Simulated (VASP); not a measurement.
Ni:

```
Ni
1.0
     0.00000    1.73757    1.66807
     1.73757    0.00000    1.66807
     1.73757    1.73757    0.00000
Ni
1
Cartesian
  0.0000 0.0000 0.0000
```

Base run:

- Program: VASP 6.6.1
- Functional: PBE
- Potentials or basis: VASP PAW PBE potentials, release 64 (Ni)
- Cutoff: 520 eV
- k mesh: 11 × 11 × 11
- Occupations: fermi-dirac, width 0.05 eV
- Spin: collinear spin, ferromagnetic start
- Starting moments: [1.0] μB

Its results: pressure 18.3 GPa; net moment 0.57 μB per cell; site moments Ni +0.58 μB.

Problem. The run is repeated on the same cell with these changes: functional from PBE to PBEsol. What comes out?

Solution. Pressure 7.2 GPa; net moment 0.57 μB per cell; site moments Ni +0.57 μB.

PBEsol binds more tightly than PBE, so the same cell stands under less pressure.

Caveats: the PAW data sets were made with another functional, which shifts forces and pressure a little (some runs).
